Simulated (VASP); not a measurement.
A run of VASP 6.6.1 is set up as follows.

Contents of POSCAR:

```
BeTe
1.0
    0.0000000000      2.6832298771      2.6832298771
    2.6832298771      0.0000000000      2.6832298771
    2.6832298771      2.6832298771      0.0000000000
Be Te
1 1
Direct
    0.0000000000      0.0000000000      0.0000000000
    0.5000000000      0.5000000000      0.5000000000
```

The input INCAR.step1:

```
ALGO = Normal
EDIFF = 1E-4
ENCUT = 520
GGA = PE
ISMEAR = -1
ISYM = 0
LASPH = True
LCHARG = False
LREAL = False
LWAVE = True
NBANDS = 11
NELM = 100
PREC = Accurate
SIGMA = 0.02
```

INCAR.step2

```
ALGO = Normal
EDIFF = 1E-7
ENCUT = 520
ISIF = 2
ISMEAR = -1
ISTART = 1
ISYM = 0
LASPH = True
LCHARG = False
LMIXTAU = True
LREAL = False
LWAVE = False
METAGGA = R2SCAN
NBANDS = 11
NELM = 100
PREC = Accurate
SIGMA = 0.02
```

Contents of KPOINTS:

```
Automatic mesh
0
Gamma
  6 6 6
  0.5 0.5 0.5
```

Potentials or basis: VASP PAW PBE potentials, release 64 (Be, Te).

Launch:

```sh
$ cat potpaw_PBE.64/Be/POTCAR potpaw_PBE.64/Te/POTCAR > POTCAR
$ cp INCAR.step1 INCAR
$ mpirun -np 1 vasp_std > vasp.out
$ cp INCAR.step2 INCAR
$ mpirun -np 1 vasp_std > vasp.out
```

(1) Predict the band gap on the k mesh.

(2) Estimate the pressure.

Results:

(1) zero (band 4 reaches 7.22 eV, above the bottom of band 5 at 6.70 eV).

(2) 0.2 GPa.

Caveat: the PAW data sets were made with another functional, which shifts forces and pressure a little; spin-orbit coupling is left out, which moves the levels of the heavy elements.
